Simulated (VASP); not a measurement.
# Mo (Im-3m) in VASP: a series of runs

Runs on Mo. Level: LDA. Tasks: single point.

Everything below comes from runs of VASP 6.6.1. Logs are shortened: lines on timing, memory, paths and dates and some standing lists are left out, and cuts for length are marked.

### 1 The cell of the first run

Symmetry: Im-3m, No. 229, cubic system. Conventional cell: a = 3.113 Å, b = 3.113 Å, c = 3.113 Å, α = 90.00°, β = 90.00°, γ = 90.00°. Mo (site symmetry m-3m) has 14 Mo at 2.70 to 3.11 Å within 3.6 Å.

### 2 Single point, LDA

The input, INCAR:

```
SYSTEM = Mo
PREC     = Accurate       ! precision mode
ENCUT    = 520            ! plane-wave cutoff, eV
EDIFF    = 1E-6           ! SCF threshold, eV
ISMEAR   = -1             ! smearing method
SIGMA    = 0.1            ! smearing width, eV
LREAL    = .False.        ! projectors in reciprocal space
LASPH    = .True.         ! aspherical terms in the spheres
NELM     = 100            ! most SCF steps
ALGO     = Normal         ! electronic algorithm
ISIF     = 2              ! what is computed and relaxed
LWAVE    = .False.        ! write WAVECAR
LCHARG   = .False.        ! write CHGCAR
NBANDS   = 13             ! bands
```

The input, KPOINTS:

```
regular mesh
0
Gamma
  23 23 23
  0 0 0
```

The input, POSCAR:

```
Mo
1.0
   -1.5565618034      1.5565618034      1.5565618034
    1.5565618034     -1.5565618034      1.5565618034
    1.5565618034      1.5565618034     -1.5565618034
Mo
1
Direct
    0.0000000000      0.0000000000      0.0000000000
```

Potentials or basis: VASP PAW LDA potentials, release 64 (Mo_sv).

On the command line:

```
$ cat potpaw_LDA.64/Mo_sv/POTCAR > POTCAR
$ mpirun -np 1 vasp_std > vasp.out
```

OUTCAR:

```text
SYSTEM = Mo
   PREC = Accurate
   ENCUT = 520
   EDIFF = 1E-6
   ISMEAR = -1
   LREAL = .False.
   LASPH = .True.
   NELM = 100
   ISIF = 2

 ion  position               nearest neighbor table
   1  0.000  0.000  0.000-

  LATTYP: Found a body centered cubic cell.
 ALAT       =     3.1131236068

  Lattice vectors:

 A1 = (  -1.5565618034,   1.5565618034,   1.5565618034)
 A2 = (   1.5565618034,  -1.5565618034,   1.5565618034)
 A3 = (   1.5565618034,   1.5565618034,  -1.5565618034)

Analysis of symmetry for initial positions (statically):
=====================================================================
 Subroutine PRICEL returns:
 Original cell was already a primitive cell.

 Routine SETGRP: Setting up the symmetry group for a
 body centered cubic supercell.

 Subroutine GETGRP returns: Found 48 space group operations
 (whereof 48 operations were pure point group operations)
 out of a pool of 48 trial point group operations.

The static configuration has the point symmetry O_h .

Analysis of symmetry for dynamics (positions and initial velocities):
=====================================================================
 Subroutine PRICEL returns:
 Original cell was already a primitive cell.

 Routine SETGRP: Setting up the symmetry group for a
 body centered cubic supercell.

 Subroutine GETGRP returns: Found 48 space group operations
 (whereof 48 operations were pure point group operations)
 out of a pool of 48 trial point group operations.

The dynamic configuration has the point symmetry O_h .

 Subroutine INISYM returns: Found 48 space group operations
 (whereof 48 operations are pure point group operations),
 and found     1 'primitive' translations

----------------------------------------------------------------------------------------

                                     Primitive cell

  volume of cell :      15.0855

  direct lattice vectors                    reciprocal lattice vectors
    -1.556561803  1.556561803  1.556561803     0.000000000  0.321220782  0.321220782
     1.556561803 -1.556561803  1.556561803     0.321220782  0.000000000  0.321220782
     1.556561803  1.556561803 -1.556561803     0.321220782  0.321220782  0.000000000

  length of vectors
     2.696044129  2.696044129  2.696044129     0.454274787  0.454274787  0.454274787

  position of ions in fractional coordinates (direct lattice)
     0.000000000  0.000000000  0.000000000

  ion indices of the primitive-cell ions
   primitive index   ion index
                 1           1

----------------------------------------------------------------------------------------

 KPOINTS: regular mesh

Automatic generation of k-mesh.
 Grid dimensions read from file:
 generate k-points for:   23   23   23

 Generating k-lattice:

  Cartesian coordinates                     Fractional coordinates (reciprocal lattice)
     0.000000000  0.013966121  0.013966121     0.043478261  0.000000000  0.000000000
     0.013966121  0.000000000  0.013966121     0.000000000  0.043478261  0.000000000
     0.013966121  0.013966121  0.000000000     0.000000000  0.000000000  0.043478261

  Length of vectors
     0.019751078  0.019751078  0.019751078

  Shift w.r.t. Gamma in fractional coordinates (k-lattice)
     0.000000000  0.000000000  0.000000000

 Subroutine IBZKPT returns following result:
 ===========================================

 Found    364 irreducible k-points:

 Following reciprocal coordinates:
            Coordinates               Weight
  0.000000  0.000000  0.000000      1.000000
  0.043478  0.000000  0.000000     12.000000
  0.086957  0.000000  0.000000     12.000000
  0.130435  0.000000  0.000000     12.000000
  0.173913  0.000000  0.000000     12.000000
  0.217391  0.000000  0.000000     12.000000
[... 16 lines left out ...]
  0.478261  0.043478  0.000000     24.000000
  0.086957  0.086957  0.000000     24.000000
 [... further k-points ...]
   k-points           NKPTS =    364   k-points in BZ     NKDIM =    364   number of bands    NBANDS=     13
   number of dos      NEDOS =    301   number of ions     NIONS =      1
   total plane-waves  NPLWV =   8000
   dimension x,y,z NGX =    20 NGY =   20 NGZ =   20
   dimension x,y,z NGXF=    40 NGYF=   40 NGZF=   40
   ions per type =               1
   NGX,Y,Z   is equivalent  to a cutoff of  12.33, 12.33, 12.33 a.u.
   NGXF,Y,Z  is equivalent  to a cutoff of  24.67, 24.67, 24.67 a.u.
 SYSTEM =  Mo
   PREC   = accura    normal or accurate (medium, high low for compatibility)
   ISTART =      0    job   : 0-new  1-cont  2-samecut
   ICHARG =      2    charge: 1-file 2-atom 10-const
   ISPIN  =      1    spin polarized calculation?
   LNONCOLLINEAR =      F non collinear calculations
   LSORBIT =      F    spin-orbit coupling
   LASPH  =      T    aspherical Exc in radial PAW
   ENCUT  =  520.0 eV  38.22 Ry    6.18 a.u.   5.01  5.01  5.01*2*pi/ulx,y,z
   NELM   =    100;   NELMIN=  2; NELMDL= -5     # of ELM steps
   EDIFF  = 0.1E-05   stopping-criterion for ELM
   LREAL  =      F    real-space projection
   EDIFFG = 0.1E-04   stopping-criterion for IOM
   NSW    =      0    number of steps for IOM
   IBRION =     -1    ionic relax: 0-MD 1-quasi-New 2-CG
   NFREE  =      0    steps in history (QN), initial steepest desc. (CG)
   ISIF   =      2    stress and relaxation
   ISYM   =      2    0-nonsym 1-usesym 2-fastsym
   POTIM  = 0.5000    time-step for ionic-motion
   TEBEG  =    0.0;   TEEND  =   0.0 temperature during run
   PSTRESS=    0.0 pullay stress
   NELECT =      14.0000    total number of electrons
   NUPDOWN=      -1.0000    fix difference up-down
   EMIN   =  10.00;   EMAX   =-10.00  energy-range for DOS
   EFERMI =   0.00;   METHOD = LEGACY
   ISMEAR =    -1;   SIGMA  =   0.10  broadening in eV -4-tet -1-fermi 0-gaus
   EFERMI_NEDOS =   21; number of points for ismear=-14 and -15
   IALGO  =     38    algorithm
   IMIX   =      4    mixing-type and parameters
     AMIX     =   0.40;   BMIX     =  1.00
     AMIX_MAG =   1.60;   BMIX_MAG =  1.00
  volume/ion in A,a.u.               =      15.09       101.80
  Fermi-wavevector in a.u.,A,eV,Ry     =   1.596851  3.017611 34.693959  2.549934
  Thomas-Fermi vector in A             =   2.694549
   LORBIT       =      0    0 simple, 1 ext, 2 COOP (PROOUT), +10 PAW based schemes
   GGA     = CA    functional components
   LHFCALC =     F    Hartree Fock is set to
   AEXX    =    0.0000 exact exchange contribution
   IVDW    =     0    specifies the selected vdW correction
   LEPSILON=     F    determine dielectric tensor
   LRPA    =     F    only Hartree local field effects (RPA)
 non-spin polarized calculation
  energy-cutoff  :      520.00
  volume of cell :       15.09
 maximum number of plane-waves:       420
   NGX =  9   NGY =  9   NGZ =  9

 number of electron      13.9999996 magnetization

 Free energy of the ion-electron system (eV)
  ---------------------------------------------------
  ext. energy  EPLUGINS =         0.00000000
  ---------------------------------------------------
  free energy    TOTEN  =       -12.14174787 eV

  energy without entropy =      -12.12215284  energy(sigma->0) =      -12.13195036

 E-fermi :  13.0546     XC(G=0): -13.8033

 val. band max:       13.0510694889   @ k =  -0.3913   0.3913   0.0435
 cond. band min:      13.0728636878   @ k =   0.3913   0.1304   0.0435
 fundamental gap:      0.0217941989
 Fermi energy:        13.0545789527

 k-point     1 :       0.0000    0.0000    0.0000
  band No.  band energies     occupation
      1     -47.8944      2.00000
      2     -21.2467      2.00000
      3     -21.2467      2.00000
      4     -21.2467      2.00000
      5       5.7109      2.00000
      6      11.6047      2.00000
      7      11.6047      2.00000
      8      11.6047      2.00000
      9      14.7411      0.00000
     10      14.7411      0.00000
     11      27.9254      0.00000
     12      27.9254      0.00000
     13      27.9254      0.00000

 k-point     2 :       0.0435    0.0000    0.0000
  band No.  band energies     occupation
      1     -47.8888      2.00000
      2     -21.2785      2.00000
      3     -21.2564      2.00000
      4     -21.2469      2.00000
      5       5.7991      2.00000
      6      11.5540      2.00000
      7      11.5972      2.00000
      8      11.6876      2.00000
      9      14.6626      0.00000
     10      14.7420      0.00000
     11      27.9950      0.00000
     12      28.0739      0.00000
     13      28.1123      0.00000

 k-point     3 :       0.0870    0.0000    0.0000
  band No.  band energies     occupation
      1     -47.8722      2.00000
      2     -21.3710      2.00000
      3     -21.2848      2.00000
      4     -21.2477      2.00000
      5       6.0557      2.00000
      6      11.4089      2.00000
      7      11.5672      2.00000
      8      11.9344      1.99997
      9      14.4678      0.00000
     10      14.7469      0.00000
     11      28.1808      0.00000
     12      28.5110      0.00000
     13      28.6176      0.00000
[... 305 lines left out ...]
 k-point    23 :       0.4783    0.0435    0.0000
  band No.  band energies     occupation
      1     -47.5797      2.00000
      2     -22.8271      2.00000
      3     -21.7587      2.00000
      4     -21.2745      2.00000
      5       7.5565      2.00000
      6       9.4840      2.00000
      7      14.4433      0.00000
      8      14.7714      0.00000
      9      15.7381      0.00000
     10      18.2503      0.00000
     11      25.1185      0.00000
     12      25.2638      0.00000
     13      30.6445      0.00000

 k-point    24 :       0.0870    0.0870    0.0000
  band No.  band energies     occupation
      1     -47.8308      2.00000
      2     -21.5971      2.00000
      3     -21.3273      2.00000
      4     -21.2779      2.00000
      5       6.6841      2.00000
      6      11.1680      2.00000
      7      11.2924      2.00000
      8      12.6489      1.96597
      9      14.0860      0.00007
     10      14.8500      0.00000
     11      28.6625      0.00000
     12      29.3970      0.00000
     13      29.6073      0.00000

 [... further k-points ...]

------------------------ aborting loop because EDIFF is reached ----------------------------------------

  FORCE on cell =-STRESS in cart. coord.  units (eV):
  Direction    XX          YY          ZZ          XY          YZ          ZX
  --------------------------------------------------------------------------------------
  -------------------------------------------------------------------------------------
  Total        0.0733503      0.0733503      0.0733503     -0.0000000     -0.0000000     -0.0000000
  in kB        7.7902849      7.7902849      7.7902849     -0.0000000     -0.0000000     -0.0000000
  external PRESSURE =       7.7902849 kB  Pullay stress =       0.0000000 kB

 VOLUME and BASIS-vectors are now :
 -----------------------------------------------------------------------------
  energy-cutoff  :      520.00
  volume of cell :       15.09
      direct lattice vectors                 reciprocal lattice vectors
    -1.556561803  1.556561803  1.556561803     0.000000000  0.321220782  0.321220782
     1.556561803 -1.556561803  1.556561803     0.321220782  0.000000000  0.321220782
     1.556561803  1.556561803 -1.556561803     0.321220782  0.321220782  0.000000000

 POSITION                                       TOTAL-FORCE (eV/Angst)
 -----------------------------------------------------------------------------------
      0.00000      0.00000      0.00000        -0.000000     -0.000000      0.000000
 -----------------------------------------------------------------------------------
    total drift:                                0.000000     -0.000000      0.000000

  FREE ENERGIE OF THE ION-ELECTRON SYSTEM (eV)
  ---------------------------------------------------
  free  energy   TOTEN  =       -12.1417478685 eV

  energy  without entropy=      -12.1221528440  energy(sigma->0) =      -12.13195036
```

Run time: 71 s. Hardware: 1 thread of Intel Xeon 8259CL, shared host; peak memory 0.17 GiB.

Results:

| Item | Value |
| --- | --- |
| Free energy | -12.1417 eV |
| Pressure | 0.8 GPa |
| Band gap on the k mesh | zero (band 7 reaches 17.13 eV, above the bottom of band 8 at 11.60 eV) |

### 3 Single point, LDA

The input, INCAR:

```
SYSTEM = Mo
PREC = Accurate
ENCUT = 520
EDIFF = 1E-6
ISMEAR = -1
SIGMA = 0.1
LREAL = .False.
LASPH = .True.
NELM = 80
ALGO = Normal
ISIF = 2
LWAVE = .False.
LCHARG = .True.
GGA = CA
LELF = .True.
LVHAR = .True.
NBANDS = 13
```

KPOINTS is that of step 2.

POSCAR is that of step 2.

Potentials or basis: VASP PAW LDA potentials, release 64 (Mo_sv).

On the command line:

```
$ cat potpaw_LDA.64/Mo_sv/POTCAR > POTCAR
$ mpirun -np 1 vasp_std > vasp.out
```

OUTCAR:

```text
SYSTEM = Mo
   PREC = Accurate
   ENCUT = 520
   EDIFF = 1E-6
   ISMEAR = -1
   LREAL = .False.
   LASPH = .True.
   NELM = 80
   ISIF = 2
   GGA = CA

 ion  position               nearest neighbor table
   1  0.000  0.000  0.000-

  LATTYP: Found a body centered cubic cell.
 ALAT       =     3.1131236068

  Lattice vectors:

 A1 = (  -1.5565618034,   1.5565618034,   1.5565618034)
 A2 = (   1.5565618034,  -1.5565618034,   1.5565618034)
 A3 = (   1.5565618034,   1.5565618034,  -1.5565618034)

Analysis of symmetry for initial positions (statically):
=====================================================================
 Subroutine PRICEL returns:
 Original cell was already a primitive cell.

 Routine SETGRP: Setting up the symmetry group for a
 body centered cubic supercell.

 Subroutine GETGRP returns: Found 48 space group operations
[... 9 lines left out ...]

 Routine SETGRP: Setting up the symmetry group for a
 body centered cubic supercell.

 Subroutine GETGRP returns: Found 48 space group operations
[... 11 lines left out ...]
                                     Primitive cell

  volume of cell :      15.0855

  direct lattice vectors                    reciprocal lattice vectors
    -1.556561803  1.556561803  1.556561803     0.000000000  0.321220782  0.321220782
     1.556561803 -1.556561803  1.556561803     0.321220782  0.000000000  0.321220782
     1.556561803  1.556561803 -1.556561803     0.321220782  0.321220782  0.000000000

  length of vectors
     2.696044129  2.696044129  2.696044129     0.454274787  0.454274787  0.454274787

  position of ions in fractional coordinates (direct lattice)
     0.000000000  0.000000000  0.000000000

  ion indices of the primitive-cell ions
   primitive index   ion index
                 1           1

----------------------------------------------------------------------------------------

 KPOINTS: regular mesh

[... 84 lines left out ...]
   IALGO  =     38    algorithm
   IMIX   =      4    mixing-type and parameters
     AMIX     =   0.40;   BMIX     =  1.00
     AMIX_MAG =   1.60;   BMIX_MAG =  1.00
  volume/ion in A,a.u.               =      15.09       101.80
  Fermi-wavevector in a.u.,A,eV,Ry     =   1.596851  3.017611 34.693959  2.549934
  Thomas-Fermi vector in A             =   2.694549
   LORBIT       =      0    0 simple, 1 ext, 2 COOP (PROOUT), +10 PAW based schemes
   GGA     = CA    functional components
   LHFCALC =     F    Hartree Fock is set to
   AEXX    =    0.0000 exact exchange contribution
   IVDW    =     0    specifies the selected vdW correction
   LEPSILON=     F    determine dielectric tensor
   LRPA    =     F    only Hartree local field effects (RPA)
 non-spin polarized calculation
  energy-cutoff  :      520.00
  volume of cell :       15.09
 maximum number of plane-waves:       420
   NGX =  9   NGY =  9   NGZ =  9

 number of electron      13.9999996 magnetization

 Free energy of the ion-electron system (eV)
  ---------------------------------------------------
  ext. energy  EPLUGINS =         0.00000000
  ---------------------------------------------------
  free energy    TOTEN  =       -12.14174787 eV

  energy without entropy =      -12.12215284  energy(sigma->0) =      -12.13195036

 E-fermi :  13.0546     XC(G=0): -13.8033

 val. band max:       13.0510694889   @ k =  -0.3913   0.3913   0.0435
 cond. band min:      13.0728636878   @ k =   0.3913   0.1304   0.0435
 fundamental gap:      0.0217941989
 Fermi energy:        13.0545789527

 k-point     1 :       0.0000    0.0000    0.0000
  band No.  band energies     occupation
      1     -47.8944      2.00000
      2     -21.2467      2.00000
      3     -21.2467      2.00000
      4     -21.2467      2.00000
      5       5.7109      2.00000
      6      11.6047      2.00000
      7      11.6047      2.00000
      8      11.6047      2.00000
      9      14.7411      0.00000
     10      14.7411      0.00000
     11      27.9254      0.00000
     12      27.9254      0.00000
     13      27.9254      0.00000
[... 354 lines left out ...]
  band No.  band energies     occupation
      1     -47.8308      2.00000
      2     -21.5971      2.00000
      3     -21.3273      2.00000
      4     -21.2779      2.00000
      5       6.6841      2.00000
      6      11.1680      2.00000
      7      11.2924      2.00000
      8      12.6489      1.96597
      9      14.0860      0.00007
     10      14.8500      0.00000
     11      28.6625      0.00000
     12      29.3970      0.00000
     13      29.6073      0.00000

 [... further k-points ...]
[... 5 lines left out ...]
  --------------------------------------------------------------------------------------
  -------------------------------------------------------------------------------------
  Total        0.0733503      0.0733503      0.0733503     -0.0000000     -0.0000000     -0.0000000
  in kB        7.7902849      7.7902849      7.7902849     -0.0000000     -0.0000000     -0.0000000
  external PRESSURE =       7.7902849 kB  Pullay stress =       0.0000000 kB

 VOLUME and BASIS-vectors are now :
 -----------------------------------------------------------------------------
  energy-cutoff  :      520.00
  volume of cell :       15.09
      direct lattice vectors                 reciprocal lattice vectors
    -1.556561803  1.556561803  1.556561803     0.000000000  0.321220782  0.321220782
     1.556561803 -1.556561803  1.556561803     0.321220782  0.000000000  0.321220782
     1.556561803  1.556561803 -1.556561803     0.321220782  0.321220782  0.000000000

 POSITION                                       TOTAL-FORCE (eV/Angst)
 -----------------------------------------------------------------------------------
      0.00000      0.00000      0.00000        -0.000000     -0.000000      0.000000
 -----------------------------------------------------------------------------------
    total drift:                                0.000000     -0.000000      0.000000

  FREE ENERGIE OF THE ION-ELECTRON SYSTEM (eV)
  ---------------------------------------------------
  free  energy   TOTEN  =       -12.1417478685 eV

  energy  without entropy=      -12.1221528440  energy(sigma->0) =      -12.13195036
```

stdout:

```text
POSCAR found type information on POSCAR Mo
 POSCAR found :  1 types and       1 ions
 scaLAPACK will be used
 LDA part: xc-table for (Slater(with rela. corr.)+CA(PZ))
 , standard interpolation
 POSCAR, INCAR and KPOINTS ok, starting setup
 FFT: planning ... GRIDC
 FFT: planning ... GRID_SOFT
 FFT: planning ... GRID
 WAVECAR not read
 entering main loop
```

Wall time 74 s (1 thread of Intel Xeon 8259CL, shared host); peak memory 0.17 GiB.

Results:

```
Free energy            : -12.1417 eV
Pressure               : 0.8 GPa
Band gap on the k mesh : zero (band 7 reaches 17.13 eV, above the bottom of band 8 at 11.60 eV)
```

[end of part 1 of 2]
